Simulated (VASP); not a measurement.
Write the native input for VASP 6.6.1 that does the following.

| Quantity | Value |
| --- | --- |
| Task | single point |
| Functional | PBEsol |
| Potentials or basis | VASP PAW PBE potentials, release 64 (Mo_sv, S) |
| Cutoff | 520 eV |
| k mesh | 4 × 4 × 4 |
| Occupations | fermi-dirac, width 0.05 eV |
| Spin | no spin polarisation |
| Dipole correction | no |
| Further INCAR settings | ALGO = Normal; EDIFF = 1e-07; NBANDS = 64 |

The structure of MoS2 lies in POSCAR:

```
MoS2
1.0
    5.9455131559      0.0038090160      0.0000344761
   -0.0033050243      5.1837705424     -0.0004590529
   -0.0000377350      0.0005140375      6.3149001180
Mo S
4 8
Direct
    0.4978415383      0.4999911567      0.2220350914
   -0.0021530533     -0.0000412911      0.0313558190
    0.4978366587      0.4999909623      0.7791359997
   -0.0021686361     -0.0000191014      0.4742630330
    0.6337685519      0.8221130626      0.0015926635
    0.8618925664      0.3220715650      0.2518051919
    0.3619043860      0.1778798491      0.0015881215
    0.1337601863      0.6778444184      0.2518066226
    0.6333409648      0.7977179095      0.4988915885
    0.8622867227      0.2976313115      0.7545149482
    0.3622674545      0.2023513945      0.4988922359
    0.1333598148      0.7022780209      0.7544907194
```

One way to write it, as run:

INCAR

```
  ALGO = Normal
  EDIFF = 1E-7
  ENCUT = 520
  GGA = PS
  ISIF = 2
  ISMEAR = -1
  LASPH = True
  LCHARG = False
  LREAL = False
  LWAVE = False
  NBANDS = 64
  NELM = 80
  PREC = Accurate
  SIGMA = 0.05
```

KPOINTS

```
k-points
0
Gamma
  4 4 4
```

Potentials or basis: VASP PAW PBE potentials, release 64 (Mo_sv, S).

The run is started by

```sh
$ cat potpaw_PBE.64/Mo_sv/POTCAR potpaw_PBE.64/S/POTCAR > POTCAR
$ mpirun -np 1 vasp_std > vasp.out
```

Results of the run:

The pressure is 0.1 GPa. The largest force is 0.009 eV/Å. The band gap on the k mesh is zero (bands 52 and 53 overlap by 0.18 eV).

Caveat: the PAW data sets were made with another functional, which shifts forces and pressure a little.

Run time: 13 min on 1 thread of AMD EPYC 7R43 64-Core Processor (Zen 3) (shared host), peak memory 0.43 GiB.
